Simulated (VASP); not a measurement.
The system is HoTeI.

```xyz
3
Lattice="5.5721 0.0000 0.0000 -2.7860 4.8255 0.0000 0.0000 0.0000 3.4269" Properties=species:S:1:pos:R:3 pbc="T T T"
Ho    2.7860    1.6085    0.0000
Te    0.0000    0.0000    1.7134
I     0.0000    3.2170    1.7134
```

The cell was generated, and may not be a known phase.

| Item | Value |
| --- | --- |
| Program | VASP 6.6.1 |
| Task | relaxation of cell and atoms |
| Functional | PBE |
| Potentials or basis | VASP PAW PBE potentials, release 64 (Ho_3, Te, I), 4f in core |
| Cutoff | 500 eV |
| k mesh | 6 × 6 × 6 |
| Occupations | gaussian, width 0.1 eV |
| Spin | no spin polarisation |

At the start: pressure 0.8 GPa; volume 30.71 Å³/atom.

Q: Where does the relaxation end?

A: Over 3 steps the energy falls by 5.5 meV/atom and the volume is 31.16 Å³/atom (+1.4 %); space group P-6m2 (No. 187, to 0.1 Å) before and after.

The path:
| step | energy change (eV) | largest force (eV/Å) | pressure (GPa) | volume (Å³) |
| --- | --- | --- | --- | --- |
| 1 | 0.0000 | 0.0000 | 0.77 | 92.14 |
| 2 | -0.0131 | 0.0000 | -0.29 | 94.10 |
| 3 | -0.0165 | 0.0000 | 0.01 | 93.47 |

Final structure:
```
CELL_PARAMETERS angstrom
5.55967 0.00000 0.00000
-2.77983 4.81481 0.00000
0.00000 0.00000 3.49193
ATOMIC_POSITIONS crystal
Ho 0.66667 0.33333 0.00000
Te 0.00000 0.00000 0.50000
I 0.33333 0.66667 0.50000
```

Caveat: the run has no spin polarisation, though such a crystal can be magnetic.
